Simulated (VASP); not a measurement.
# Sr2SO (P4/mmm) in VASP: further runs

Aim: see how the results for Sr2SO move with the level of theory and the settings. Levels: PBE, LDA, PBEsol, RPBE. Tasks: single point.

All numbers are computed with VASP 6.6.1; they aren't measurements. Logs are shortened: lines on timing, memory, paths and dates and some standing lists are left out, and cuts for length are marked.

## (1) The cell of the first run

The structure is tetragonal, space group P4/mmm (No. 123). The conventional cell has a = 4.043 Å, b = 4.043 Å, c = 5.718 Å, α = 90.00°, β = 90.00°, γ = 90.00°. Within 3.8 Å of Sr (site symmetry 4/mmm) lie 2 O at 2.86 Å and 4 S at 2.86 Å. Sr (site symmetry 4/mmm) has 2 S at 2.86 Å and 4 O at 2.86 Å within 3.8 Å. S (site symmetry 4/mmm) has 6 Sr at 2.86 Å within 3.8 Å. Within 3.8 Å of O (site symmetry 4/mmm) lie 6 Sr at 2.86 Å.

## (2) Single point, PBE

INCAR

```
PREC = Accurate
ENCUT = 520
EDIFF = 1E-6
ISMEAR = -1
SIGMA = 0.05
LREAL = F
LASPH = T
NELM = 100
ALGO = Normal
ISIF = 2
LWAVE = F
LCHARG = F
GGA = PE
NBANDS = 24
```

KPOINTS

```
Automatic mesh
0
Gamma
  4 4 3
```

POSCAR

```
Sr2SO
1.0
    4.0432370000      0.0000000000      0.0000000000
    0.0000000000      4.0432370000      0.0000000000
    0.0000000000      0.0000000000      5.7180000000
Sr S O
2 1 1
Direct
    0.5000000000      0.5000000000      0.5000000000
    0.0000000000      0.0000000000      0.0000000000
    0.0000000000      0.0000000000      0.5000000000
    0.5000000000      0.5000000000      0.0000000000
```

Potentials or basis: VASP PAW PBE potentials, release 64 (Sr_sv, S, O).

Command:

```sh
$ cat potpaw_PBE.64/Sr_sv/POTCAR potpaw_PBE.64/S/POTCAR potpaw_PBE.64/O/POTCAR > POTCAR
$ mpirun -np 1 vasp_std > vasp.out
```

OUTCAR:

```text
PREC = Accurate
   ENCUT = 520
   EDIFF = 1E-6
   ISMEAR = -1
   LREAL = F
   LASPH = T
   NELM = 100
   ISIF = 2
   GGA = PE

 ion  position               nearest neighbor table
   1  0.500  0.500  0.500-   4 2.86   4 2.86   3 2.86   3 2.86   3 2.86   3 2.86   2 4.04   2 4.04
                             2 4.04   2 4.04   2 4.04   2 4.04   2 4.04   2 4.04
   2  0.000  0.000  0.000-   3 2.86   3 2.86   4 2.86   4 2.86   4 2.86   4 2.86   1 4.04   1 4.04
                             1 4.04   1 4.04   1 4.04   1 4.04   1 4.04   1 4.04
   3  0.000  0.000  0.500-   2 2.86   2 2.86   1 2.86   1 2.86   1 2.86   1 2.86
   4  0.500  0.500  0.000-   1 2.86   1 2.86   2 2.86   2 2.86   2 2.86   2 2.86

  LATTYP: Found a simple tetragonal cell.
 ALAT       =     4.0432370000
 C/A-ratio  =     1.4142134137

  Lattice vectors:

 A1 = (   4.0432370000,   0.0000000000,   0.0000000000)
 A2 = (   0.0000000000,   4.0432370000,   0.0000000000)
 A3 = (   0.0000000000,   0.0000000000,   5.7180000000)

Analysis of symmetry for initial positions (statically):
=====================================================================
 Subroutine PRICEL returns:
 Original cell was already a primitive cell.

 Routine SETGRP: Setting up the symmetry group for a
 simple tetragonal supercell.

 Subroutine GETGRP returns: Found 16 space group operations
 (whereof 16 operations were pure point group operations)
 out of a pool of 16 trial point group operations.

The static configuration has the point symmetry D_4h.

Analysis of symmetry for dynamics (positions and initial velocities):
=====================================================================
 Subroutine PRICEL returns:
 Original cell was already a primitive cell.

 Routine SETGRP: Setting up the symmetry group for a
 simple tetragonal supercell.

 Subroutine GETGRP returns: Found 16 space group operations
 (whereof 16 operations were pure point group operations)
 out of a pool of 16 trial point group operations.

The dynamic configuration has the point symmetry D_4h.

 Subroutine INISYM returns: Found 16 space group operations
 (whereof 16 operations are pure point group operations),
 and found     1 'primitive' translations

----------------------------------------------------------------------------------------

                                     Primitive cell

  volume of cell :      93.4765

  direct lattice vectors                    reciprocal lattice vectors
     4.043237000  0.000000000  0.000000000     0.247326585  0.000000000  0.000000000
     0.000000000  4.043237000  0.000000000     0.000000000  0.247326585  0.000000000
     0.000000000  0.000000000  5.718000000     0.000000000  0.000000000  0.174886324

  length of vectors
     4.043237000  4.043237000  5.718000000     0.247326585  0.247326585  0.174886324

  position of ions in fractional coordinates (direct lattice)
     0.500000000  0.500000000  0.500000000
     0.000000000  0.000000000  0.000000000
     0.000000000  0.000000000  0.500000000
     0.500000000  0.500000000  0.000000000

  ion indices of the primitive-cell ions
   primitive index   ion index
                 1           1
                 2           2
                 3           3
                 4           4

----------------------------------------------------------------------------------------

 KPOINTS: Automatic mesh

Automatic generation of k-mesh.
 Grid dimensions read from file:
 generate k-points for:    4    4    3

 Generating k-lattice:

  Cartesian coordinates                     Fractional coordinates (reciprocal lattice)
     0.061831646  0.000000000  0.000000000     0.250000000  0.000000000  0.000000000
     0.000000000  0.061831646  0.000000000     0.000000000  0.250000000  0.000000000
     0.000000000  0.000000000  0.058295441     0.000000000  0.000000000  0.333333333

  Length of vectors
     0.061831646  0.061831646  0.058295441

  Shift w.r.t. Gamma in fractional coordinates (k-lattice)
     0.000000000  0.000000000  0.000000000

 Subroutine IBZKPT returns following result:
 ===========================================

 Found     12 irreducible k-points:

 Following reciprocal coordinates:
            Coordinates               Weight
  0.000000  0.000000  0.000000      1.000000
  0.250000  0.000000  0.000000      4.000000
  0.500000  0.000000  0.000000      2.000000
  0.250000  0.250000  0.000000      4.000000
  0.500000  0.250000  0.000000      4.000000
  0.500000  0.500000  0.000000      1.000000
  0.000000  0.000000  0.333333      2.000000
  0.250000  0.000000  0.333333      8.000000
  0.500000  0.000000  0.333333      4.000000
  0.250000  0.250000  0.333333      8.000000
  0.500000  0.250000  0.333333      8.000000
  0.500000  0.500000  0.333333      2.000000
   k-points           NKPTS =     12   k-points in BZ     NKDIM =     12   number of bands    NBANDS=     24
   number of dos      NEDOS =    301   number of ions     NIONS =      4
[... 93 lines left out ...]

 k-point     3 :       0.5000    0.0000    0.0000
  band No.  band energies     occupation
      1     -31.6850      2.00000
      2     -31.6183      2.00000
      3     -14.1623      2.00000
      4     -14.1376      2.00000
      5     -13.8834      2.00000
      6     -13.6620      2.00000
[... 16 lines left out ...]
     23       8.4720      0.00000
     24       8.8664      0.00000

 k-point     4 :       0.2500    0.2500    0.0000
  band No.  band energies     occupation
      1     -31.6872      2.00000
      2     -31.6167      2.00000
      3     -13.9479      2.00000
      4     -13.9143      2.00000
      5     -13.8900      2.00000
      6     -13.8702      2.00000
[... 16 lines left out ...]
     23       8.6518      0.00000
     24       9.0290      0.00000

 k-point     5 :       0.5000    0.2500    0.0000
  band No.  band energies     occupation
      1     -31.6800      2.00000
      2     -31.6121      2.00000
      3     -14.0678      2.00000
      4     -14.0098      2.00000
      5     -13.8727      2.00000
      6     -13.7700      2.00000
[... 16 lines left out ...]
     23       9.7143      0.00000
     24       9.7309      0.00000

 k-point     6 :       0.5000    0.5000    0.0000
  band No.  band energies     occupation
      1     -31.6751      2.00000
      2     -31.6059      2.00000
      3     -13.9900      2.00000
      4     -13.9900      2.00000
      5     -13.8621      2.00000
      6     -13.7054      2.00000
[... 16 lines left out ...]
     23      10.2990      0.00000
     24      10.4342      0.00000

 k-point     7 :       0.0000    0.0000    0.3333
  band No.  band energies     occupation
      1     -31.6975      2.00000
      2     -31.6299      2.00000
      3     -14.0244      2.00000
      4     -13.8021      2.00000
      5     -13.7217      2.00000
      6     -13.7217      2.00000
[... 16 lines left out ...]
     23       7.4359      0.00000
     24       8.8104      0.00000

 k-point     8 :       0.2500    0.0000    0.3333
  band No.  band energies     occupation
      1     -31.6911      2.00000
      2     -31.6241      2.00000
      3     -14.1765      2.00000
      4     -14.0766      2.00000
      5     -13.7503      2.00000
      6     -13.6927      2.00000
[... 16 lines left out ...]
     23       8.9158      0.00000
     24       9.1514      0.00000

 k-point     9 :       0.5000    0.0000    0.3333
  band No.  band energies     occupation
      1     -31.6847      2.00000
      2     -31.6182      2.00000
      3     -14.3425      2.00000
      4     -14.2779      2.00000
      5     -13.7400      2.00000
      6     -13.6615      2.00000
[... 16 lines left out ...]
     23       8.9087      0.00000
     24       9.5588      0.00000

 k-point    10 :       0.2500    0.2500    0.3333
  band No.  band energies     occupation
      1     -31.6854      2.00000
      2     -31.6180      2.00000
      3     -14.1501      2.00000
      4     -14.0772      2.00000
      5     -13.8363      2.00000
      6     -13.7213      2.00000
[... 16 lines left out ...]
     23       8.7890      0.00000
     24       9.1933      0.00000

 k-point    11 :       0.5000    0.2500    0.3333
  band No.  band energies     occupation
      1     -31.6798      2.00000
      2     -31.6120      2.00000
      3     -14.2042      2.00000
      4     -14.1185      2.00000
      5     -13.7984      2.00000
      6     -13.7828      2.00000
[... 16 lines left out ...]
     23       9.6396      0.00000
     24       9.7971      0.00000

 k-point    12 :       0.5000    0.5000    0.3333
  band No.  band energies     occupation
      1     -31.6748      2.00000
      2     -31.6057      2.00000
      3     -13.9488      2.00000
      4     -13.9488      2.00000
      5     -13.9387      2.00000
      6     -13.7839      2.00000
[... 16 lines left out ...]
     23       9.2568      0.00000
     24      10.3865      0.00000

------------------------ aborting loop because EDIFF is reached ----------------------------------------

  FORCE on cell =-STRESS in cart. coord.  units (eV):
  Direction    XX          YY          ZZ          XY          YZ          ZX
  --------------------------------------------------------------------------------------
  -------------------------------------------------------------------------------------
  Total        0.0056064      0.0056064      0.0803043      0.0000000     -0.0000000      0.0000000
  in kB        0.0960937      0.0960937      1.3764066      0.0000000     -0.0000000      0.0000000
  external PRESSURE =       0.5228647 kB  Pullay stress =       0.0000000 kB

 VOLUME and BASIS-vectors are now :
 -----------------------------------------------------------------------------
  energy-cutoff  :      520.00
  volume of cell :       93.48
      direct lattice vectors                 reciprocal lattice vectors
     4.043237000  0.000000000  0.000000000     0.247326585  0.000000000  0.000000000
     0.000000000  4.043237000  0.000000000     0.000000000  0.247326585  0.000000000
     0.000000000  0.000000000  5.718000000     0.000000000  0.000000000  0.174886324

 POSITION                                       TOTAL-FORCE (eV/Angst)
 -----------------------------------------------------------------------------------
      2.02162      2.02162      2.85900         0.000000      0.000000      0.000000
      0.00000      0.00000      0.00000         0.000000      0.000000      0.000000
      0.00000      0.00000      2.85900         0.000000      0.000000      0.000000
      2.02162      2.02162      0.00000         0.000000      0.000000      0.000000
 -----------------------------------------------------------------------------------
    total drift:                                0.000000      0.000000     -0.000000

  FREE ENERGIE OF THE ION-ELECTRON SYSTEM (eV)
  ---------------------------------------------------
  free  energy   TOTEN  =       -21.2141585752 eV

  energy  without entropy=      -21.2141585752  energy(sigma->0) =      -21.21415858
```

Wall time 16 s (1 thread of Intel Xeon 6975P-C (Granite Rapids), shared host); peak memory 0.21 GiB.

Results:

```
Free energy            : -21.2142 eV
Pressure               : 0.1 GPa
Band gap on the k mesh : 2.19 eV, direct
```

Stress tensor (GPa, compression positive):
```
0.01 0.00 0.00
0.00 0.01 0.00
0.00 0.00 0.14
```

A k mesh can miss the band edges. PBE gaps usually lie below the measured ones, often by a third to a half.

## (3) Single point, LDA

INCAR

```
PREC = Accurate ; ENCUT = 520
EDIFF = 1E-6 ; ISMEAR = -1
SIGMA = 0.05 ; LREAL = False
LASPH = True ; NELM = 80
ALGO = Normal ; ISIF = 2
LWAVE = False ; LCHARG = False
GGA = CA ; NBANDS = 24
```

KPOINTS

```
Automatic mesh
0
Gamma
  5 5 4
```

POSCAR is that of step 2.

Potentials or basis: VASP PAW LDA potentials, release 64 (Sr_sv, S, O).

Command:

```sh
$ cat potpaw_LDA.64/Sr_sv/POTCAR potpaw_LDA.64/S/POTCAR potpaw_LDA.64/O/POTCAR > POTCAR
$ mpirun -np 1 vasp_std > vasp.out
```

It took 20 s on 1 thread of Intel Xeon Platinum 8559C (Emerald Rapids), shared host; peak memory 0.19 GiB.

It converged, with:

```yaml
Free_energy: -23.3230 eV
Pressure: -4.5 GPa
Band_gap_on_the_k_mesh: 2.11 eV, direct
```

Stress tensor (GPa, compression positive):
```
-4.55  0.00  0.00
 0.00 -4.55  0.00
 0.00  0.00 -4.43
```

Levels at points of the mesh, in eV from the valence-band top:
| k point | band 13 | band 14 | band 15 | band 16 | band 17 | band 18 | band 19 | band 20 |
| --- | --- | --- | --- | --- | --- | --- | --- | --- |
| (0.00, 0.00, 0.00) | -0.57 | -0.03 | 0.00 | 0.00 | 2.11 | 2.75 | 4.53 | 4.53 |
| (0.00, 0.00, 0.50) | -0.66 | -0.66 | -0.12 | -0.12 | 2.49 | 3.96 | 4.10 | 5.05 |

## (4) Single point, PBE

INCAR

```
PREC     = Accurate       # precision mode
ENCUT    = 520            # plane-wave cutoff, eV
EDIFF    = 1E-6           # SCF threshold, eV
ISMEAR   = -1             # smearing method
SIGMA    = 0.05           # smearing width, eV
LREAL    = F              # projectors in reciprocal space
LASPH    = T              # aspherical terms in the spheres
NELM     = 80             # most SCF steps
ALGO     = Normal         # electronic algorithm
ISIF     = 2              # what is computed and relaxed
LWAVE    = F              # write WAVECAR
LCHARG   = F              # write CHGCAR
GGA      = PE             # functional
NBANDS   = 24             # bands
```

KPOINTS

```
regular mesh
0
Gamma
  5 5 4
```

POSCAR is that of step 3.

Potentials or basis: VASP PAW PBE potentials, release 64 (Sr_sv, S, O).

Command:

```sh
$ cat potpaw_PBE.64/Sr_sv/POTCAR potpaw_PBE.64/S/POTCAR potpaw_PBE.64/O/POTCAR > POTCAR
$ mpirun -np 1 vasp_std > vasp.out
```

Wall time 23 s (1 thread of Intel Xeon Platinum 8559C (Emerald Rapids), shared host); peak memory 0.21 GiB.

It converged, with:

- Free energy: -21.2223 eV
- Pressure: 0.0 GPa
- Band gap on the k mesh: 2.19 eV, direct

Stress tensor (GPa, compression positive):
```
-0.02  0.00  0.00
 0.00 -0.02  0.00
 0.00  0.00  0.08
```

Levels at points of the mesh, in eV from the valence-band top:
| k point | band 13 | band 14 | band 15 | band 16 | band 17 | band 18 | band 19 | band 20 |
| --- | --- | --- | --- | --- | --- | --- | --- | --- |
| (0.00, 0.00, 0.00) | -0.71 | -0.04 | 0.00 | 0.00 | 2.19 | 2.90 | 4.59 | 4.59 |
| (0.00, 0.00, 0.50) | -0.80 | -0.80 | -0.10 | -0.10 | 2.55 | 4.07 | 4.21 | 5.17 |

A k mesh can miss the band edges. A hybrid or GW would open this gap; PBE tends to underestimate it.

## (5) Single point, PBEsol

INCAR

```
SYSTEM = Sr2SO
PREC = Accurate
ENCUT = 520
EDIFF = 1E-7
ISMEAR = -1
SIGMA = 0.05
LREAL = .FALSE.
LASPH = .TRUE.
NELM = 80
ALGO = Normal
ISIF = 2
LWAVE = .FALSE.
LCHARG = .TRUE.
GGA = PS
LELF = .TRUE.
LVHAR = .TRUE.
NBANDS = 24
```

KPOINTS

```
regular mesh
0
G
  5 5 4
  0 0 0
```

POSCAR is that of step 4.

Command:

```sh
$ cat potpaw_PBE.64/Sr_sv/POTCAR potpaw_PBE.64/S/POTCAR potpaw_PBE.64/O/POTCAR > POTCAR
$ mpirun -np 1 vasp_std > vasp.out
```

Run time: 26 s. Hardware: 1 thread of Intel Xeon Platinum 8559C (Emerald Rapids), shared host; peak memory 0.21 GiB.

Results (log left out):

```yaml
Free_energy: -22.2445 eV
Pressure: -2.4 GPa
Band_gap_on_the_k_mesh: 2.12 eV, direct
```

Stress tensor (GPa, compression positive):
```
-2.46  0.00  0.00
 0.00 -2.46  0.00
 0.00  0.00 -2.33
```

Levels at points of the mesh, in eV from the valence-band top:
| k point | band 14 | band 15 | band 16 | band 17 | band 18 | band 19 |
| --- | --- | --- | --- | --- | --- | --- |
| (0.00, 0.00, 0.00) | -0.04 | 0.00 | 0.00 | 2.12 | 2.77 | 4.56 |
| (0.00, 0.00, 0.50) | -0.74 | -0.11 | -0.11 | 2.49 | 4.01 | 4.13 |

Caveat: the PAW data sets were made with another functional, which shifts forces and pressure a little.

## (6) Single point, RPBE

INCAR

```
SYSTEM = Sr2SO
ALGO = Normal
EDIFF = 1E-6
ENCUT = 520
GGA = RP
ISIF = 2
ISMEAR = -1
LASPH = .True.
LCHARG = .False.
LREAL = .False.
LWAVE = .False.
NBANDS = 24
NELM = 80
PREC = Accurate
SIGMA = 0.05
```

KPOINTS

```
k-points
0
Gamma
  5 5 4
  0 0 0
```

POSCAR is that of step 5.

Potentials or basis: VASP PAW PBE potentials, release 64 (Sr_sv, S, O).

Command:

```sh
$ cat potpaw_PBE.64/Sr_sv/POTCAR potpaw_PBE.64/S/POTCAR potpaw_PBE.64/O/POTCAR > POTCAR
$ mpirun -np 1 vasp_std > vasp.out
```

Run time: 24 s. Hardware: 1 thread of Intel Xeon Platinum 8559C (Emerald Rapids), shared host; peak memory 0.21 GiB.

Results (log left out):

```yaml
Free_energy: -20.0543 eV
Pressure: 2.1 GPa
Band_gap_on_the_k_mesh: 2.24 eV, direct
```

Stress tensor (GPa, compression positive):
```
2.11 0.00 0.00
0.00 2.11 0.00
0.00 0.00 2.21
```

Levels at points of the mesh, in eV from the valence-band top:
```csv
k point,band 13,band 14,band 15,band 16,band 17,band 18,band 19,band 20
"(0.00, 0.00, 0.00)",-0.79,-0.05,0.00,0.00,2.24,3.04,4.62,4.62
"(0.00, 0.00, 0.50)",-0.88,-0.88,-0.10,-0.10,2.59,4.16,4.33,5.27
```

Caveat: the PAW data sets were made with another functional, which shifts forces and pressure a little. A k mesh can miss the band edges.

## (7) Summary

```csv
level,potentials or basis,k mesh,gap on the mesh (eV),pressure (GPa)
PBE,"VASP PAW PBE potentials, release 64 (Sr_sv, S, O)",4 × 4 × 3,2.19,0.1
LDA,"VASP PAW LDA potentials, release 64 (Sr_sv, S, O)",5 × 5 × 4,2.11,-4.5
PBE,"VASP PAW PBE potentials, release 64 (Sr_sv, S, O)",5 × 5 × 4,2.19,0.0
PBEsol,"VASP PAW PBE potentials, release 64 (Sr_sv, S, O)",5 × 5 × 4,2.12,-2.4
RPBE,"VASP PAW PBE potentials, release 64 (Sr_sv, S, O)",5 × 5 × 4,2.24,2.1
```

Alike in all rows: task single point; no spin polarisation; cell as given; cutoff (eV) 520; smearing fermi-dirac 0.05 eV.

Caveats: the PAW data sets were made with another functional, which shifts forces and pressure a little (some runs).

Total energies depend on the potentials used, so only differences within one code and one set of settings carry meaning.
